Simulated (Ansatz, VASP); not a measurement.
## One calculation of Fe, two programs

```
CELL_PARAMETERS angstrom
-1.37718 1.37718 1.37718
1.37718 -1.37718 1.37718
1.37718 1.37718 -1.37718
ATOMIC_POSITIONS crystal
Fe 0.00000 0.00000 0.00000
```

Alike in both runs: task single point; functional LDA; k mesh 22 × 22 × 22; occupations gaussian, width 0.05 eV; collinear spin.

|  | VASP | Ansatz |
| --- | --- | --- |
| version | VASP 6.6.1 | Ansatz 0.2.0 |
| potentials or method | VASP PAW LDA potentials, release 64 (Fe), cutoff 520 eV | scalar-relativistic, plane waves, PAW |
| valence electrons in the cell | 8 | 16 |

```csv
,VASP,Ansatz,Ansatz less VASP
gap on the k mesh at the Fermi level (eV),none,none,-
pressure (GPa),-2.4,-1.1,+1.28
net moment per atom (μB),1.95,2.00,+0.047
size of the moment on the site where the two differ most (μB),1.92,2.00,+0.081
```

LDA's correlation is that of Perdew and Zunger in VASP and of Perdew and Wang (1992) in Ansatz. Site moments also hang on the region over which each program counts them. A gap of «none» marks a metal or a gap that the smearing closes. VASP's potentials hold 8 valence electrons a cell and Ansatz's 16, so a difference there can come from the potentials and not from the codes.
